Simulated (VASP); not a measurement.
# LiSc12 in VASP: notebook, part 2 of 2

VASP 6.6.1. The steps go on from the part before.

**3. Single point, LDA**

INCAR

```
ALGO = Normal
EDIFF = 1E-6
ENCUT = 520
ISIF = 2
ISMEAR = -1
LASPH = T
LCHARG = F
LREAL = F
LWAVE = F
NBANDS = 80
NELM = 60
PREC = Accurate
SIGMA = 0.1
```

KPOINTS

```
k-points
0
Gamma
  3 3 1
```

POSCAR

```
LiSc12
1.0
    6.6200000000      0.0000000000      0.0000000000
    3.3100000000      5.7330880000      0.0000000000
    0.0000000000      0.0000000000     17.2761400000
Sc Li
12 1
Direct
    0.0000000000      0.0000000000      0.0578833003
    0.5000000000      0.0000000000      0.0578833003
    0.0000000000      0.5000000000      0.0578833003
    0.5000000000      0.5000000000      0.0578833003
   -0.1638014800      0.3319682168      0.1965923522
    0.3284961466      0.3358394289      0.1959089241
   -0.1637815694      0.8318265828      0.1966283556
    0.3313958330      0.8343941345      0.1941337012
    0.0094789784     -0.0045818240      0.3392130997
    0.4985750916     -0.0057595488      0.3315900427
   -0.0118257079      0.5059807210      0.3399945821
    0.4986257628      0.5073602568      0.3317879457
    0.5103220988      0.7453416030      0.4827325433
```

Potentials or basis: VASP PAW LDA potentials, release 64 (Sc_sv, Li_sv).

Command:

```console
$ cat potpaw_LDA.64/Sc_sv/POTCAR potpaw_LDA.64/Li_sv/POTCAR > POTCAR
$ mpirun -np 1 vasp_std > vasp.out
```

OUTCAR:

```text
EDIFF = 1E-6
   ENCUT = 520
   ISIF = 2
   ISMEAR = -1
   LASPH = T
   LREAL = F
   NELM = 60
   PREC = Accurate

 ion  position               nearest neighbor table
   1  0.000  0.000  0.058-   8 3.02   5 3.06   7 3.06   3 3.31   3 3.31   4 3.31   4 3.31   2 3.31
                             2 3.31
   2  0.500  0.000  0.058-   8 3.04   6 3.06   7 3.08   4 3.31   3 3.31   4 3.31   3 3.31   1 3.31
                             1 3.31
   3  0.000  0.500  0.058-   6 3.04   5 3.06   7 3.06   1 3.31   1 3.31   2 3.31   2 3.31   4 3.31
                             4 3.31
   4  0.500  0.500  0.058-   8 3.04   6 3.06   5 3.08   2 3.31   1 3.31   2 3.31   1 3.31   3 3.31
                             3 3.31
   5  0.836  0.332  0.197-  12 3.03   3 3.06   1 3.06   4 3.08  11 3.10   9 3.13   6 3.27   8 3.29
                             7 3.31   7 3.31   8 3.33   6 3.35
   6  0.328  0.336  0.196-   3 3.04  10 3.05  12 3.06   4 3.06   2 3.06  11 3.16   7 3.27   5 3.27
                             8 3.31   8 3.31   5 3.35   7 3.35
   7  0.836  0.832  0.197-  10 3.03   3 3.06   1 3.06   2 3.08  11 3.10   9 3.13   6 3.27   8 3.29
                             5 3.31   5 3.31   8 3.33   6 3.35
   8  0.331  0.834  0.194-   1 3.02  10 3.03  12 3.03   2 3.04   4 3.04   9 3.11   5 3.29   7 3.29
                             6 3.31   6 3.31   7 3.33   5 3.33
   9  0.009  0.995  0.339-   8 3.11   5 3.13   7 3.13  10 3.24  12 3.24  11 3.31  11 3.31  12 3.39
                            10 3.39
  10  0.499  0.994  0.332-   8 3.03   7 3.03   6 3.05  12 3.22   9 3.24  11 3.24  11 3.39   9 3.39
                            12 3.40
  11  0.988  0.506  0.340-   7 3.10   5 3.10   6 3.16  12 3.24  10 3.24   9 3.31   9 3.31  10 3.39
                            12 3.39
  12  0.499  0.507  0.332-   8 3.03   5 3.03   6 3.06  10 3.22   9 3.24  11 3.24  11 3.39   9 3.39
                            10 3.40
  13  0.510  0.745  0.483-

  LATTYP: Found a hexagonal cell.
 ALAT       =     6.6199998501
 C/A-ratio  =     2.6096888808

  Lattice vectors:

 A1 = (  -3.3100000000,  -5.7330880000,   0.0000000000)
 A2 = (   6.6200000000,   0.0000000000,   0.0000000000)
 A3 = (   0.0000000000,   0.0000000000,  17.2761400000)

Analysis of symmetry for initial positions (statically):
=====================================================================
 Subroutine PRICEL returns:
 Original cell was already a primitive cell.

 Routine SETGRP: Setting up the symmetry group for a
 hexagonal supercell.

 Subroutine GETGRP returns: Found  1 space group operations
 (whereof  1 operations were pure point group operations)
 out of a pool of 24 trial point group operations.

The static configuration has the point symmetry C_1 .

Analysis of symmetry for dynamics (positions and initial velocities):
=====================================================================
 Subroutine PRICEL returns:
 Original cell was already a primitive cell.

 Routine SETGRP: Setting up the symmetry group for a
 hexagonal supercell.

 Subroutine GETGRP returns: Found  1 space group operations
 (whereof  1 operations were pure point group operations)
 out of a pool of 24 trial point group operations.

The dynamic configuration has the point symmetry C_1 .

 Subroutine INISYM returns: Found  1 space group operations
 (whereof  1 operations are pure point group operations),
 and found     1 'primitive' translations

----------------------------------------------------------------------------------------
[... 84 lines left out ...]
   NGXF,Y,Z  is equivalent  to a cutoff of  25.11, 25.11, 24.63 a.u.
 SYSTEM =  unknown system
   PREC   = accura    normal or accurate (medium, high low for compatibility)
   ISTART =      0    job   : 0-new  1-cont  2-samecut
   ICHARG =      2    charge: 1-file 2-atom 10-const
   ISPIN  =      1    spin polarized calculation?
   LNONCOLLINEAR =      F non collinear calculations
   LSORBIT =      F    spin-orbit coupling
   LASPH  =      T    aspherical Exc in radial PAW
   ENCUT  =  520.0 eV  38.22 Ry    6.18 a.u.  12.31 12.31 32.12*2*pi/ulx,y,z
   NELM   =     60;   NELMIN=  2; NELMDL= -5     # of ELM steps
   EDIFF  = 0.1E-05   stopping-criterion for ELM
   LREAL  =      F    real-space projection
   EDIFFG = 0.1E-04   stopping-criterion for IOM
   NSW    =      0    number of steps for IOM
   IBRION =     -1    ionic relax: 0-MD 1-quasi-New 2-CG
   NFREE  =      0    steps in history (QN), initial steepest desc. (CG)
   ISIF   =      2    stress and relaxation
   ISYM   =      2    0-nonsym 1-usesym 2-fastsym
   POTIM  = 0.5000    time-step for ionic-motion
   TEBEG  =    0.0;   TEEND  =   0.0 temperature during run
   PSTRESS=    0.0 pullay stress
   NELECT =     135.0000    total number of electrons
   NUPDOWN=      -1.0000    fix difference up-down
   EMIN   =  10.00;   EMAX   =-10.00  energy-range for DOS
   EFERMI =   0.00;   METHOD = LEGACY
   ISMEAR =    -1;   SIGMA  =   0.10  broadening in eV -4-tet -1-fermi 0-gaus
   EFERMI_NEDOS =   21; number of points for ismear=-14 and -15
   IALGO  =     38    algorithm
   IMIX   =      4    mixing-type and parameters
     AMIX     =   0.40;   BMIX     =  1.00
     AMIX_MAG =   1.60;   BMIX_MAG =  1.00
  volume/ion in A,a.u.               =      50.44       340.37
  Fermi-wavevector in a.u.,A,eV,Ry     =   0.966692  1.826784 12.714566  0.934494
  Thomas-Fermi vector in A             =   2.096515
   LORBIT       =      0    0 simple, 1 ext, 2 COOP (PROOUT), +10 PAW based schemes
   GGA     = CA    functional components
   LHFCALC =     F    Hartree Fock is set to
   AEXX    =    0.0000 exact exchange contribution
   IVDW    =     0    specifies the selected vdW correction
   LEPSILON=     F    determine dielectric tensor
   LRPA    =     F    only Hartree local field effects (RPA)
 non-spin polarized calculation
  energy-cutoff  :      520.00
  volume of cell :      655.68
 maximum number of plane-waves:     17741
 NGX is ok and might be reduce to    50
   NGX = 25   NGY = 25   NGZ = 65

 number of electron     135.0000001 magnetization

 Free energy of the ion-electron system (eV)
  ---------------------------------------------------
  ext. energy  EPLUGINS =         0.00000000
  ---------------------------------------------------
  free energy    TOTEN  =       -76.64605943 eV

  energy without entropy =      -75.79216786  energy(sigma->0) =      -76.21911364

 E-fermi :  -0.0043     XC(G=0):  -5.8704

 val. band max:       -0.0177698425   @ k =  -0.3333   0.3333   0.0000
 cond. band min:       0.0586114709   @ k =   0.0000   0.0000   0.0000
 fundamental gap:      0.0763813134
 Fermi energy:        -0.0042567131

 k-point     1 :       0.0000    0.0000    0.0000
  band No.  band energies     occupation
      1     -49.0941      2.00000
      2     -49.0741      2.00000
      3     -49.0655      2.00000
      4     -49.0360      2.00000
      5     -49.0242      2.00000
      6     -49.0130      2.00000
[... 399 lines left out ...]
     78       0.6133      0.00415
     79       0.6555      0.00272
 [bands above 79 left out]

------------------------ aborting loop because EDIFF is reached ----------------------------------------

  FORCE on cell =-STRESS in cart. coord.  units (eV):
  Direction    XX          YY          ZZ          XY          YZ          ZX
  --------------------------------------------------------------------------------------
  -------------------------------------------------------------------------------------
  Total       -9.5460989     -9.1129263      0.0380838      0.3766957     -0.0028270     -0.0015941
  in kB      -23.3261573    -22.2676881      0.0930588      0.9204664     -0.0069078     -0.0038953
  external PRESSURE =     -15.1669289 kB  Pullay stress =       0.0000000 kB

 VOLUME and BASIS-vectors are now :
 -----------------------------------------------------------------------------
  energy-cutoff  :      520.00
  volume of cell :      655.68
      direct lattice vectors                 reciprocal lattice vectors
     6.620000000  0.000000000  0.000000000     0.151057402 -0.087213034  0.000000000
     3.310000000  5.733088000  0.000000000     0.000000000  0.174426068  0.000000000
     0.000000000  0.000000000 17.276140000     0.000000000  0.000000000  0.057883300

 POSITION                                       TOTAL-FORCE (eV/Angst)
 -----------------------------------------------------------------------------------
      0.00000      0.00000      1.00000        -0.006203      0.002868     -0.025294
      3.31000      0.00000      1.00000         0.013858      0.025584     -0.003028
      1.65500      2.86654      1.00000         0.008015     -0.004182     -0.015527
      4.96500      2.86654      1.00000        -0.015121     -0.023111     -0.004658
      6.63445      1.90320      3.39636        -0.000962      0.001850      0.004124
      3.28627      1.92540      3.38455         0.002092     -0.000584      0.006218
      8.28911      4.76893      3.39698         0.001202      0.001540     -0.004609
      4.95568      4.78365      3.35388        -0.002063     -0.003104      0.006925
      3.35758      5.70682      5.86029        -0.002288     -0.000835      0.012229
      6.59150      5.70007      5.72860         0.002200      0.003059      0.010678
      8.21651      2.90083      5.87379         0.001033     -0.000658      0.011142
      4.98026      2.90874      5.73202        -0.002412     -0.003220     -0.003009
      5.84541      4.27311      8.33976         0.000651      0.000793      0.004810
 -----------------------------------------------------------------------------------
    total drift:                               -0.000176      0.000101      0.000942

  FREE ENERGIE OF THE ION-ELECTRON SYSTEM (eV)
  ---------------------------------------------------
  free  energy   TOTEN  =       -76.6460594266 eV

  energy  without entropy=      -75.7921678594  energy(sigma->0) =      -76.21911364
```

Run time: 20 min. Hardware: 1 thread of Intel Xeon Platinum 8259CL at 2.50GHz (Skylake/Cascade Lake), shared host; peak memory 0.56 GiB.

What came out:

| Quantity | Value |
| --- | --- |
| Free energy | -76.6461 eV |
| Largest force | 0.029 eV/Å |
| Band gap on the k mesh | zero (an odd number of electrons rules out a gap without spin polarisation) |

Forces in eV/Å, atoms in the order of the input:
```
Sc  -0.006  0.003 -0.025
Sc   0.014  0.026 -0.003
Sc   0.008 -0.004 -0.016
Sc  -0.015 -0.023 -0.005
Sc  -0.001  0.002  0.004
Sc   0.002 -0.001  0.006
Sc   0.001  0.002 -0.005
Sc  -0.002 -0.003  0.007
Sc  -0.002 -0.001  0.012
Sc   0.002  0.003  0.011
Sc   0.001 -0.001  0.011
Sc  -0.002 -0.003 -0.003
Li   0.001  0.001  0.005
```

Caveat: the k points lie up to 0.37 Å⁻¹ apart, too coarse for converged energies and pressures of a metal; the cutoff is under 1.25 times the usual one of these potentials, so pressure, stress and relaxed cells hold a basis-set (Pulay) error; there is no dipole correction, which matters where the two faces differ.

The gap in the log of VASP goes by the Fermi energy; the results here count the filled bands.